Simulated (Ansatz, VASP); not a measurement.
## Two plane-wave programs on Os

The input INCAR:

```
SYSTEM = Os
PREC     = Accurate       ! precision mode
ENCUT    = 500            ! plane-wave cutoff, eV
EDIFF    = 1E-6           ! SCF threshold, eV
ISMEAR   = -1             ! smearing method
SIGMA    = 0.05           ! smearing width, eV
LREAL    = .FALSE.        ! projectors in reciprocal space
LASPH    = .TRUE.         ! aspherical terms in the spheres
NELM     = 120            ! most SCF steps
ALGO     = Normal         ! electronic algorithm
ISIF     = 2              ! what is computed and relaxed
LWAVE    = .FALSE.        ! write WAVECAR
LCHARG   = .TRUE.         ! write CHGCAR
GGA      = PE             ! functional
LELF     = .TRUE.         ! ELF
LVHAR    = .TRUE.       
NBANDS   = 14             ! bands
GGA_COMPAT= .FALSE.
```

Contents of KPOINTS:

```
regular mesh
0
G
  16 16 15
  0 0 0
```

The input POSCAR:

```
Os
1.0
    2.2378676953      0.0000000000      0.0000000000
   -1.1189338477      1.9380502744      0.0000000000
    0.0000000000      0.0000000000      2.1109464564
Os
1
Direct
    0.0000000000      0.0000000000      0.0000000000
```

Input for Ansatz:

```yaml
crystal:
  lattice:
    - [2.2378676953, 0.0, 0.0]
    - [-1.1189338477, 1.9380502744, 0.0]
    - [0.0, 0.0, 2.1109464564]
  atoms:
    - { symbol: Os, position: [0.0, 0.0, 0.0] }
kpoints:
  mp_grid: { grid: [16, 16, 15] }
  band_path:
    path:
      - [0.0, 0.0, 0.0]
      - [0.5, 0.0, 0.0]
      - [0.3333333333, 0.3333333333, 0.0]
      - [0.0, 0.0, 0.0]
      - [0.0, 0.0, 0.5]
      - [0.5, 0.0, 0.5]
      - [0.3333333333, 0.3333333333, 0.5]
      - [0.0, 0.0, 0.5]
      - [0.5, 0.0, 0.5]
    npoints: 8
scf:
  occupations: { method: fermi_dirac, width: 0.05 }
hamiltonian:
  xc: pbe
  pseudopotentials: { kind: paw }
output:
  forces: true
  stress: true
  eigenvalues: true
  populations: true
  dos: { projected: true, de: 0.2, e_range: [-14, 8] }
```

Change from the starting cell: volume scaled by 0.58, PAW files.

Alike in both runs: task single point; functional PBE; k mesh 16 × 16 × 15; occupations fermi-dirac, width 0.05 eV; no spin polarisation.

```csv
,VASP,Ansatz
version,VASP 6.6.1,Ansatz 0.2.0
potentials or method,"VASP PAW PBE potentials, release 64 (Os_sv_GW)","PAW with Ansatz's default frozen-core files, scalar-relativistic"
plane-wave cutoff (eV),500,420
valence electrons in the cell,16,16
```

|  | VASP | Ansatz | Ansatz less VASP |
| --- | --- | --- | --- |
| pressure (GPa) | 580.5 | 567.7 | -12.88 |
| traceless stress, the component that is largest in VASP (GPa) | 3.11 | -0.19 | -3.297 |

Both programs put the cell under a high pressure, so it lies far from rest at this level.

Neither program's run includes spin-orbit coupling. Noted on VASP's run: the cell as given lies far from equilibrium.
